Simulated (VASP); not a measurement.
# W (Cmme) in VASP: notebook

W is run at these levels: LDA; tasks: single point.

All numbers are computed with VASP 6.6.1; they aren't measurements. Logs are shortened: lines on timing, memory, paths and dates and some standing lists are left out, and cuts for length are marked.

### Step 1. The cell of the first run

It takes space group Cmme (No. 67, orthorhombic). The conventional cell has a = 3.195 Å, b = 4.518 Å, c = 9.286 Å, α = 90.00°, β = 90.00°, γ = 90.00°. W (site symmetry mm2) has 14 W at 2.77 to 3.38 Å within 3.6 Å. Within 3.6 Å of W (site symmetry mm2) lie 14 W at 2.77 to 3.19 Å.

### Step 2. Single point, LDA

The input, INCAR:

```
SYSTEM = W
PREC = Accurate
ENCUT = 520
EDIFF = 1E-6
ISMEAR = 0
SIGMA = 0.15
LREAL = .False.
LASPH = .True.
NELM = 80
ALGO = Fast
ISIF = 2
LWAVE = .False.
LCHARG = .False.
NBANDS = 36
```

The input, KPOINTS:

```
Automatic mesh
0
Gamma
  18 18 5
  0 0 0
```

The input, POSCAR:

```
W
1.0
   -1.5973000000      1.5973000000     -1.5973000000
   -1.5973000000     -1.5973000000      1.5973000000
    0.0000000000      6.5659766953      6.5659766953
W
4
Direct
    0.0000000000      0.0000000000      0.8514422544
    0.5000000000      0.5000000000      0.1216346078
    0.0000000000      0.0000000000      0.3649038233
    0.5000000000      0.5000000000      0.6081730389
```

Potentials or basis: VASP PAW LDA potentials, release 64 (W_sv).

Command:

```
$ cat potpaw_LDA.64/W_sv/POTCAR > POTCAR
$ mpirun -np 1 vasp_std > vasp.out
```

OUTCAR:

```text
SYSTEM = W
   PREC = Accurate
   ENCUT = 520
   EDIFF = 1E-6
   ISMEAR = 0
   LREAL = .False.
   LASPH = .True.
   NELM = 80
   ISIF = 2

 ion  position               nearest neighbor table
   1  0.000  0.000  0.851-   4 2.77   4 2.77   2 2.97   2 2.97   4 3.19   4 3.19   2 3.38   2 3.38

   2  0.500  0.500  0.122-   3 2.77   3 2.77   1 2.97   1 2.97   3 3.19   3 3.19   1 3.38   1 3.38

   3  0.000  0.000  0.365-   2 2.77   2 2.77   4 2.77   4 2.77   2 3.19   2 3.19   4 3.19   4 3.19

   4  0.500  0.500  0.608-   1 2.77   1 2.77   3 2.77   3 2.77   1 3.19   1 3.19   3 3.19   3 3.19

  LATTYP: Found a base centered orthorhombic cell.
 ALAT       =     3.1946000000
 B/A-ratio  =     1.4142135624
 C/A-ratio  =     2.9066841835

  Lattice vectors:

 A1 = (  -1.5973000000,   1.5973000000,  -1.5973000000)
 A2 = (  -1.5973000000,  -1.5973000000,   1.5973000000)
 A3 = (   0.0000000000,   6.5659766953,   6.5659766953)

Analysis of symmetry for initial positions (statically):
=====================================================================
 Subroutine PRICEL returns:
 Original cell was already a primitive cell.

 Routine SETGRP: Setting up the symmetry group for a
 base centered orthorhombic supercell.

 Subroutine GETGRP returns: Found  8 space group operations
 (whereof  4 operations were pure point group operations)
 out of a pool of  8 trial point group operations.

The static configuration has the point symmetry C_2v.
 The point group associated with its full space group is D_2h.

Analysis of symmetry for dynamics (positions and initial velocities):
=====================================================================
 Subroutine PRICEL returns:
 Original cell was already a primitive cell.

 Routine SETGRP: Setting up the symmetry group for a
 base centered orthorhombic supercell.

 Subroutine GETGRP returns: Found  8 space group operations
 (whereof  4 operations were pure point group operations)
 out of a pool of  8 trial point group operations.

The dynamic configuration has the point symmetry C_2v.
 The point group associated with its full space group is D_2h.

 Subroutine INISYM returns: Found  8 space group operations
 (whereof  4 operations are pure point group operations),
 and found     1 'primitive' translations

----------------------------------------------------------------------------------------

                                     Primitive cell

  volume of cell :      67.0089

  direct lattice vectors                    reciprocal lattice vectors
    -1.597300000  1.597300000 -1.597300000    -0.313028235  0.156514118 -0.156514118
    -1.597300000 -1.597300000  1.597300000    -0.313028235 -0.156514118  0.156514118
     0.000000000  6.565976695  6.565976695     0.000000000  0.076150133  0.076150133

  length of vectors
     2.766604755  2.766604755  9.285693293     0.383379726  0.383379726  0.107692551

  position of ions in fractional coordinates (direct lattice)
     0.000000000  0.000000000  0.851442254
     0.500000000  0.500000000  0.121634608
     0.000000000  0.000000000  0.364903823
     0.500000000  0.500000000  0.608173039

  ion indices of the primitive-cell ions
   primitive index   ion index
                 1           1
                 2           2
                 3           3
                 4           4

----------------------------------------------------------------------------------------

 KPOINTS: Automatic mesh

Automatic generation of k-mesh.
 Grid dimensions read from file:
 generate k-points for:   18   18    5

 Generating k-lattice:

  Cartesian coordinates                     Fractional coordinates (reciprocal lattice)
    -0.017390458  0.008695229 -0.008695229     0.055555556  0.000000000  0.000000000
    -0.017390458 -0.008695229  0.008695229     0.000000000  0.055555556  0.000000000
     0.000000000  0.015230027  0.015230027     0.000000000  0.000000000  0.200000000

  Length of vectors
     0.021298874  0.021298874  0.021538510

  Shift w.r.t. Gamma in fractional coordinates (k-lattice)
     0.000000000  0.000000000  0.000000000

 Subroutine IBZKPT returns following result:
 ===========================================

 Found    273 irreducible k-points:

 Following reciprocal coordinates:
            Coordinates               Weight
  0.000000  0.000000  0.000000      1.000000
  0.055556  0.000000  0.000000      4.000000
  0.111111  0.000000  0.000000      4.000000
  0.166667  0.000000  0.000000      4.000000
  0.222222  0.000000  0.000000      4.000000
  0.277778  0.000000  0.000000      4.000000
[... 16 lines left out ...]
 -0.277778  0.055556  0.000000      4.000000
 -0.222222  0.055556  0.000000      4.000000
 [... further k-points ...]
   k-points           NKPTS =    273   k-points in BZ     NKDIM =    273   number of bands    NBANDS=     36
   number of dos      NEDOS =    301   number of ions     NIONS =      4
   total plane-waves  NPLWV =  40320
   dimension x,y,z NGX =    24 NGY =   24 NGZ =   70
   dimension x,y,z NGXF=    48 NGYF=   48 NGZF=  140
   ions per type =               4
   NGX,Y,Z   is equivalent  to a cutoff of  14.42, 14.42, 12.53 a.u.
   NGXF,Y,Z  is equivalent  to a cutoff of  28.84, 28.84, 25.06 a.u.
 SYSTEM =  W
   PREC   = accura    normal or accurate (medium, high low for compatibility)
   ISTART =      0    job   : 0-new  1-cont  2-samecut
   ICHARG =      2    charge: 1-file 2-atom 10-const
   ISPIN  =      1    spin polarized calculation?
   LNONCOLLINEAR =      F non collinear calculations
   LSORBIT =      F    spin-orbit coupling
   LASPH  =      T    aspherical Exc in radial PAW
   ENCUT  =  520.0 eV  38.22 Ry    6.18 a.u.   5.14  5.14 17.27*2*pi/ulx,y,z
   NELM   =     80;   NELMIN=  2; NELMDL= -5     # of ELM steps
   EDIFF  = 0.1E-05   stopping-criterion for ELM
   LREAL  =      F    real-space projection
   EDIFFG = 0.1E-04   stopping-criterion for IOM
   NSW    =      0    number of steps for IOM
   IBRION =     -1    ionic relax: 0-MD 1-quasi-New 2-CG
   NFREE  =      0    steps in history (QN), initial steepest desc. (CG)
   ISIF   =      2    stress and relaxation
   ISYM   =      2    0-nonsym 1-usesym 2-fastsym
   POTIM  = 0.5000    time-step for ionic-motion
   TEBEG  =    0.0;   TEEND  =   0.0 temperature during run
   PSTRESS=    0.0 pullay stress
   NELECT =      56.0000    total number of electrons
   NUPDOWN=      -1.0000    fix difference up-down
   EMIN   =  10.00;   EMAX   =-10.00  energy-range for DOS
   EFERMI =   0.00;   METHOD = LEGACY
   ISMEAR =     0;   SIGMA  =   0.15  broadening in eV -4-tet -1-fermi 0-gaus
   EFERMI_NEDOS =   21; number of points for ismear=-14 and -15
   IALGO  =     68    algorithm
   IMIX   =      4    mixing-type and parameters
     AMIX     =   0.40;   BMIX     =  1.00
     AMIX_MAG =   1.60;   BMIX_MAG =  1.00
  volume/ion in A,a.u.               =      16.75       113.05
  Fermi-wavevector in a.u.,A,eV,Ry     =   1.542032  2.914018 32.352788  2.377863
  Thomas-Fermi vector in A             =   2.647894
   LORBIT       =      0    0 simple, 1 ext, 2 COOP (PROOUT), +10 PAW based schemes
   GGA     = CA    functional components
   LHFCALC =     F    Hartree Fock is set to
   AEXX    =    0.0000 exact exchange contribution
   IVDW    =     0    specifies the selected vdW correction
   LEPSILON=     F    determine dielectric tensor
   LRPA    =     F    only Hartree local field effects (RPA)
 non-spin polarized calculation
 RMM-DIIS sequential band-by-band and
 Gauss-broadening in eV      SIGMA  =   0.15
  energy-cutoff  :      520.00
  volume of cell :       67.01
 maximum number of plane-waves:      1826
 NGX is ok and might be reduce to    24
   NGX = 11   NGY = 11   NGZ = 35

 number of electron      55.9999992 magnetization

 Free energy of the ion-electron system (eV)
  ---------------------------------------------------
  ext. energy  EPLUGINS =         0.00000000
  ---------------------------------------------------
  free energy    TOTEN  =       -55.91423009 eV

  energy without entropy =      -55.88971979  energy(sigma->0) =      -55.90197494

 E-fermi :  10.5286     XC(G=0): -13.5147

 val. band max:       10.5276774610   @ k =  -0.2222   0.2222   0.2000
 cond. band min:      10.5292283264   @ k =  -0.2778   0.2778   0.2000
 fundamental gap:      0.0015508654
 Fermi energy:        10.5285928221

 k-point     1 :       0.0000    0.0000    0.0000
  band No.  band energies     occupation
      1     -63.3040      2.00000
      2     -63.2757      2.00000
      3     -63.2234      2.00000
      4     -63.1667      2.00000
      5     -28.2672      2.00000
      6     -27.8359      2.00000
[... 28 lines left out ...]
     35      12.5224      0.00000
     36      12.7018      0.00000

 k-point     2 :       0.0556    0.0000    0.0000
  band No.  band energies     occupation
      1     -63.3016      2.00000
      2     -63.2739      2.00000
      3     -63.2215      2.00000
      4     -63.1656      2.00000
      5     -28.2568      2.00000
      6     -27.8397      2.00000
[... 28 lines left out ...]
     35      12.5297      0.00000
     36      12.5932      0.00000

 k-point     3 :       0.1111    0.0000    0.0000
  band No.  band energies     occupation
      1     -63.2947      2.00000
      2     -63.2685      2.00000
      3     -63.2160      2.00000
      4     -63.1623      2.00000
      5     -28.2262      2.00000
      6     -27.8534      2.00000
[... 28 lines left out ...]
     35      12.5782      0.00000
     36      12.8464      0.00000
[... 742 lines left out ...]
 k-point    23 :      -0.2778    0.0556    0.0000
  band No.  band energies     occupation
      1     -63.2588      2.00000
      2     -63.2394      2.00000
      3     -63.1855      2.00000
      4     -63.1427      2.00000
      5     -28.0808      2.00000
      6     -27.9795      2.00000
[... 28 lines left out ...]
     35      13.3018      0.00000
     36      13.4786      0.00000

 k-point    24 :      -0.2222    0.0556    0.0000
  band No.  band energies     occupation
      1     -63.2728      2.00000
      2     -63.2500      2.00000
      3     -63.1969      2.00000
      4     -63.1485      2.00000
      5     -28.1440      2.00000
      6     -27.8980      2.00000
[... 28 lines left out ...]
     35      12.7611      0.00000
     36      13.3019      0.00000

 [... further k-points ...]
[... 5 lines left out ...]
  --------------------------------------------------------------------------------------
  -------------------------------------------------------------------------------------
  Total       -7.8197123     -9.0544041     -9.0544041      0.0000000     -1.0567809      0.0000000
  in kB     -186.9687600   -216.4901523   -216.4901523      0.0000000    -25.2675558      0.0000000
  external PRESSURE =    -206.6496882 kB  Pullay stress =       0.0000000 kB

 VOLUME and BASIS-vectors are now :
 -----------------------------------------------------------------------------
  energy-cutoff  :      520.00
  volume of cell :       67.01
      direct lattice vectors                 reciprocal lattice vectors
    -1.597300000  1.597300000 -1.597300000    -0.313028235  0.156514118 -0.156514118
    -1.597300000 -1.597300000  1.597300000    -0.313028235 -0.156514118  0.156514118
     0.000000000  6.565976695  6.565976695     0.000000000  0.076150133  0.076150133

 POSITION                                       TOTAL-FORCE (eV/Angst)
 -----------------------------------------------------------------------------------
      0.00000      5.59055      5.59055         0.000000      0.800168      0.800168
     -1.59730      0.79865      0.79865        -0.000000     -0.800168     -0.800168
      0.00000      2.39595      2.39595        -0.000000     -0.060202     -0.060202
     -1.59730      3.99325      3.99325         0.000000      0.060202      0.060202
 -----------------------------------------------------------------------------------
    total drift:                                0.000000      0.000017      0.000017

  FREE ENERGIE OF THE ION-ELECTRON SYSTEM (eV)
  ---------------------------------------------------
  free  energy   TOTEN  =       -55.9142300884 eV

  energy  without entropy=      -55.8897197853  energy(sigma->0) =      -55.90197494
```

Run time: 5.8 min. Hardware: 1 thread of Intel Xeon Platinum 8559C (Emerald Rapids), shared host; peak memory 0.5 GiB.

What came out:

- Free energy: -55.9142 eV
- Pressure: -20.7 GPa
- Largest force: 1.132 eV/Å
- Band gap on the k mesh: zero (band 28 reaches 12.37 eV, above the bottom of band 29 at 9.72 eV)

Forces on the atoms (eV/Å):
```
W    0.000  0.800  0.800
W    0.000 -0.800 -0.800
W    0.000 -0.060 -0.060
W    0.000  0.060  0.060
```

Caveat: spin-orbit coupling is left out, which moves the levels of the heavy elements; forces of over 1 eV/Å act on the atoms, so gaps and moduli don't describe the material at rest.

### Step 3. Single point, LDA

This run uses another cell than the first one, of 17.20 Å³/atom, 1.027 times its volume.

The input, INCAR:

```
SYSTEM = W
PREC = Accurate
ENCUT = 520
EDIFF = 1E-7
ISMEAR = 0
SIGMA = 0.15
LREAL = .False.
LASPH = .True.
NELM = 100
ALGO = Fast
ISIF = 2
LWAVE = .False.
LCHARG = .False.
GGA = CA
NBANDS = 36
```

KPOINTS is that of step 2.

The input, POSCAR:

```
W
1.0
   -1.5973000000      1.5973000000     -1.5973000000
   -1.5973000000     -1.5973000000      1.5973000000
    0.0000000000      6.7427533906      6.7427533906
W
4
Direct
    0.0000000000      0.0000000000      0.8291197492
    0.5000000000      0.5000000000      0.1184456785
    0.0000000000      0.0000000000      0.3553370354
    0.5000000000      0.5000000000      0.5922283923
```

Potentials or basis: VASP PAW LDA potentials, release 64 (W_sv).

Command:

```
$ cat potpaw_LDA.64/W_sv/POTCAR > POTCAR
$ mpirun -np 1 vasp_std > vasp.out
```

Run time: 6.9 min. Hardware: 1 thread of Intel Xeon Platinum 8559C (Emerald Rapids), shared host; peak memory 0.52 GiB.

The run converged. Its results:

```
Free energy            : -55.3756 eV
Pressure               : -23.2 GPa
Largest force          : 1.363 eV/Å
Band gap on the k mesh : zero (band 28 reaches 11.59 eV, above the bottom of band 29 at 9.31 eV)
```

Forces in eV/Å, atoms in the order of the input:
```
W    0.000  0.964  0.964
W    0.000 -0.964 -0.964
W    0.000 -0.137 -0.137
W    0.000  0.137  0.137
```

Stress tensor (GPa, compression positive):
```
-20.58   0.00   0.00
  0.00 -24.49  -3.60
  0.00  -3.60 -24.49
```

Levels at points of the mesh, in eV from the Fermi level:
```
           k point  band 24  band 25  band 26  band 27  band 28  band 29  band 30  band 31  band 32  band 33
(0.00, 0.00, 0.00)    -2.13    -1.50    -1.36    -1.26    -0.83     0.31     1.06     1.51     1.70     1.96
(0.50, 0.00, 0.00)    -3.04    -1.97    -1.97     0.72     0.72     1.79     1.79     1.99     1.99     2.78
(0.50, 0.50, 0.00)    -2.96    -1.02     0.05     0.12     0.32     0.95     1.54     2.06     4.20     4.59
```

Caveat: spin-orbit coupling is left out, which moves the levels of the heavy elements; forces of over 1 eV/Å act on the atoms, so gaps and moduli don't describe the material at rest.
